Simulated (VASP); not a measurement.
The system is C.

```
C
1.0
     3.56680    0.00000    0.00000
     0.00000   -3.56680    0.00000
     0.00000    0.00000   -3.56680
C
8
Direct
  0.50000 0.00000 0.00000
  0.00000 0.50000 0.00000
  0.00000 0.00000 0.50000
  0.50000 0.50000 0.50000
  0.75000 0.75000 0.75000
  0.25000 0.25000 0.75000
  0.25000 0.75000 0.25000
  0.75000 0.25000 0.25000
```

Base run:

```yaml
Program: VASP 6.6.1
Functional: PBE
Potentials_or_basis: VASP PAW PBE potentials, release 64 (C)
Cutoff: 520 eV
k_mesh: 6 × 6 × 6
Occupations: gaussian, width 0.05 eV
Spin: no spin polarisation
```

Its results: band gap on the k mesh 4.15 eV; pressure 2.4 GPa.

Q: The run is repeated on the same cell with these changes: cutoff from 520 eV to 600 eV; further incar settings from ALGO = Normal; EDIFF = 1e-07; NBANDS = 26 to ALGO = Normal; EDIFF = 1e-06; NBANDS = 26. What comes out?

A: Band gap on the k mesh 4.15 eV; pressure 1.8 GPa.

A k mesh can miss the band edges.
